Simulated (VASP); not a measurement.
# CdS (I-4m2) in VASP: a series of runs, part 2 of 2

VASP 6.6.1. The steps go on from the part before.

## 3. Single point, PBE (zz strain of +1 %)

File INCAR:

```
SYSTEM = CdS
  PREC = Accurate
  ENCUT = 520
  EDIFF = 1E-6
  ISMEAR = -1
  SIGMA = 0.02
  LREAL = .False.
  LASPH = .True.
  NELM = 60
  ALGO = Normal
  ISIF = 2
  LWAVE = .False.
  LCHARG = .False.
  GGA = PE
  NBANDS = 16
```

File KPOINTS:

```
Automatic mesh
0
Gamma
  7 7 7
  0 0 0
```

File POSCAR:

```
CdS
1.0
    0.0000000000      2.9429534649      2.9723829996
    2.9429534649      0.0000000000      2.9723829996
    2.9429534649      2.9429534649      0.0000000000
Cd S
1 1
Direct
    0.0000000000      0.0000000000      0.0000000000
    0.7500000000      0.7500000000      0.7500000000
```

Potentials or basis: VASP PAW PBE potentials, release 64 (Cd, S).

Command:

```bash
cat potpaw_PBE.64/Cd/POTCAR potpaw_PBE.64/S/POTCAR > POTCAR
mpirun -np 1 vasp_std > vasp.out
```

OUTCAR:

```text
SYSTEM = CdS
   PREC = Accurate
   ENCUT = 520
   EDIFF = 1E-6
   ISMEAR = -1
   LREAL = .False.
   LASPH = .True.
   NELM = 60
   ISIF = 2
   GGA = PE

 ion  position               nearest neighbor table
   1  0.000  0.000  0.000-   2 2.56   2 2.56   2 2.56   2 2.56
   2  0.750  0.750  0.750-   1 2.56   1 2.56   1 2.56   1 2.56

  LATTYP: Found a body centered tetragonal cell.
 ALAT       =     4.1619647035
 C/A-ratio  =     1.4283556980

  Lattice vectors:

 A1 = (  -2.9429534649,   0.0000000000,   2.9723829996)
 A2 = (   2.9429534649,   0.0000000000,   2.9723829996)
 A3 = (   0.0000000000,   2.9429534649,  -2.9723829996)

Analysis of symmetry for initial positions (statically):
=====================================================================
 Subroutine PRICEL returns:
 Original cell was already a primitive cell.

 Routine SETGRP: Setting up the symmetry group for a
 body centered tetragonal supercell.

 Subroutine GETGRP returns: Found  8 space group operations
[... 156 lines left out ...]
 Free energy of the ion-electron system (eV)
  ---------------------------------------------------
  ext. energy  EPLUGINS =         0.00000000
  ---------------------------------------------------
  free energy    TOTEN  =        -6.14434437 eV

  energy without entropy =       -6.14434437  energy(sigma->0) =       -6.14434437

 E-fermi :   1.4826     XC(G=0):  -8.9772

 val. band max:        1.0144382741   @ k =   0.0000   0.0000   0.0000
 cond. band min:       2.0717645431   @ k =   0.0000   0.0000   0.0000
 fundamental gap:      1.0573262690
 Fermi energy:         1.4825909402

 k-point     1 :       0.0000    0.0000    0.0000
  band No.  band energies     occupation
      1     -11.1443      2.00000
      2      -6.6012      2.00000
      3      -6.5953      2.00000
      4      -6.5953      2.00000
      5      -6.1683      2.00000
      6      -6.1651      2.00000
[... 433 lines left out ...]
      3      -6.4054      2.00000
      4      -6.2066      2.00000
      5      -6.1410      2.00000
      6      -5.7567      2.00000
[... 8 lines left out ...]
     15      13.1643      0.00000
     16      14.3044      0.00000

 [... further k-points ...]
[... 5 lines left out ...]
  --------------------------------------------------------------------------------------
  -------------------------------------------------------------------------------------
  Total        0.3070267      0.3070267      0.2456657      0.0000000      0.0000000      0.0000000
  in kB        9.5539996      9.5539996      7.6445800      0.0000000      0.0000000      0.0000000
  external PRESSURE =       8.9175264 kB  Pullay stress =       0.0000000 kB

 VOLUME and BASIS-vectors are now :
 -----------------------------------------------------------------------------
  energy-cutoff  :      520.00
  volume of cell :       51.49
      direct lattice vectors                 reciprocal lattice vectors
     0.000000000  2.942953465  2.972383000    -0.169897352  0.169897352  0.168215200
     2.942953465  0.000000000  2.972383000     0.169897352 -0.169897352  0.168215200
     2.942953465  2.942953465  0.000000000     0.169897352  0.169897352 -0.168215200

 POSITION                                       TOTAL-FORCE (eV/Angst)
 -----------------------------------------------------------------------------------
      0.00000      0.00000      0.00000         0.000000      0.000000      0.000000
      4.41443      4.41443      4.45857        -0.000000     -0.000000     -0.000000
 -----------------------------------------------------------------------------------
    total drift:                                0.000000      0.000000      0.000000

  FREE ENERGIE OF THE ION-ELECTRON SYSTEM (eV)
  ---------------------------------------------------
  free  energy   TOTEN  =        -6.1443443704 eV

  energy  without entropy=       -6.1443443704  energy(sigma->0) =       -6.14434437
```

OSZICAR:

```text
N       E                     dE             d eps       ncg     rms          rms(c)
DAV:   1     0.111680494411E+03    0.11168E+03   -0.89824E+03  1280   0.102E+03
DAV:   2    -0.211621196325E+01   -0.11380E+03   -0.10726E+03  1512   0.257E+02
DAV:   3    -0.666704215457E+01   -0.45508E+01   -0.45393E+01  1640   0.530E+01
DAV:   4    -0.669505180369E+01   -0.28010E-01   -0.28007E-01  1544   0.408E+00
DAV:   5    -0.669542961196E+01   -0.37781E-03   -0.37780E-03  1712   0.454E-01    0.749E+00
DAV:   6    -0.616208131451E+01    0.53335E+00   -0.85551E-01  1968   0.113E+01    0.611E+00
DAV:   7    -0.614392121739E+01    0.18160E-01   -0.18732E-01  1632   0.296E+00    0.303E+00
DAV:   8    -0.614416801190E+01   -0.24679E-03   -0.16569E-02  1528   0.160E+00    0.280E-01
DAV:   9    -0.614412096050E+01    0.47051E-04   -0.18518E-03  1576   0.615E-01    0.614E-02
DAV:  10    -0.614426392964E+01   -0.14297E-03   -0.23847E-04  1664   0.145E-01    0.708E-02
DAV:  11    -0.614435098272E+01   -0.87053E-04   -0.14461E-04  1640   0.901E-02    0.275E-02
DAV:  12    -0.614434341905E+01    0.75637E-05   -0.22302E-05  1672   0.586E-02    0.937E-03
DAV:  13    -0.614434445042E+01   -0.10314E-05   -0.29718E-06  1520   0.102E-02    0.578E-03
DAV:  14    -0.614434437037E+01    0.80057E-07   -0.26341E-07  1432   0.324E-03
   1 F= -.61443444E+01 E0= -.61443444E+01  d E =-.438745E-12
```

stdout:

```text
POSCAR found type information on POSCAR CdS
 POSCAR found :  2 types and       2 ions
 scaLAPACK will be used
 LDA part: xc-table for (Slater+PW92), standard interpolation
 POSCAR, INCAR and KPOINTS ok, starting setup
 FFT: planning ... GRIDC
 FFT: planning ... GRID_SOFT
 FFT: planning ... GRID
 WAVECAR not read
 entering main loop
```

It took 41 s on 1 thread of Intel Xeon 8259CL, shared host; peak memory 0.19 GiB.

What came out:

```
Free energy            : -6.1443 eV
Pressure               : 0.9 GPa
Band gap on the k mesh : 1.06 eV, direct
```

Stress tensor (GPa, compression positive):
```
0.96 0.00 0.00
0.00 0.96 0.00
0.00 0.00 0.76
```

Levels at points of the mesh, in eV from the valence-band top:
```
           k point  band 5  band 6  band 7  band 8  band 9  band 10  band 11  band 12  band 13  band 14
(0.00, 0.00, 0.00)   -7.18   -7.18   -0.03    0.00    0.00     1.06     6.54     6.54     6.54    11.22
```

Caveat: the cell differs from its parent crystal (zz strain of +1 %).

## 4. Single point, PBE (zz strain of +3 %)

File INCAR:

```
SYSTEM = CdS
  PREC = Accurate
  ENCUT = 520
  EDIFF = 1E-7
  ISMEAR = -1
  SIGMA = 0.02
  LREAL = .FALSE.
  LASPH = .TRUE.
  NELM = 60
  ALGO = Normal
  ISIF = 2
  LWAVE = .FALSE.
  LCHARG = .TRUE.
  GGA = PE
  LELF = .TRUE.
  LVHAR = .TRUE.
  NBANDS = 16
```

File KPOINTS:

```
regular mesh
0
G
  7 7 7
  0 0 0
```

File POSCAR:

```
CdS
1.0
    0.0000000000      2.9429534649      3.0312420688
    2.9429534649      0.0000000000      3.0312420688
    2.9429534649      2.9429534649      0.0000000000
Cd S
1 1
Direct
    0.0000000000      0.0000000000      0.0000000000
    0.7500000000      0.7500000000      0.7500000000
```

Command:

```bash
cat potpaw_PBE.64/Cd/POTCAR potpaw_PBE.64/S/POTCAR > POTCAR
mpirun -np 1 vasp_std > vasp.out
```

Wall time 46 s (1 thread of Intel Xeon 8259CL, shared host); peak memory 0.19 GiB.

The run converged. Its results:

| Property | Result |
| --- | --- |
| Free energy | -6.1449 eV |
| Pressure | -0.2 GPa |
| Band gap on the k mesh | 0.99 eV, direct |

Stress tensor (GPa, compression positive):
```
 0.00  0.00  0.00
 0.00  0.00  0.00
 0.00  0.00 -0.62
```

Levels at points of the mesh, in eV from the valence-band top:
```csv
k point,band 5,band 6,band 7,band 8,band 9,band 10,band 11,band 12,band 13,band 14
"(0.00, 0.00, 0.00)",-7.17,-7.16,-0.09,0.00,0.00,0.99,6.53,6.53,6.53,11.02
```

Caveat: the cell differs from its parent crystal (zz strain of +3 %).

## 5. Summary

| cell | gap on the mesh (eV) | pressure (GPa) |
| --- | --- | --- |
| a = 4.121, b = 4.121, c = 4.162 Å, angles 59.7, 59.7, 60.7°, 2 atoms | 1.10 | 2.7 |
| a = 4.183, b = 4.183, c = 4.162 Å, angles 60.2, 60.2, 59.7°, 2 atoms | 1.06 | 0.9 |
| a = 4.225, b = 4.225, c = 4.162 Å, angles 60.5, 60.5, 59.0°, 2 atoms | 0.99 | -0.2 |

Alike in all rows: task single point; level PBE; potentials or basis VASP PAW PBE potentials, release 64 (Cd, S); no spin polarisation; k mesh 7 × 7 × 7; cutoff (eV) 520; smearing fermi-dirac 0.02 eV.

Total energies depend on the potentials used, so only differences within one code and one set of settings carry meaning.
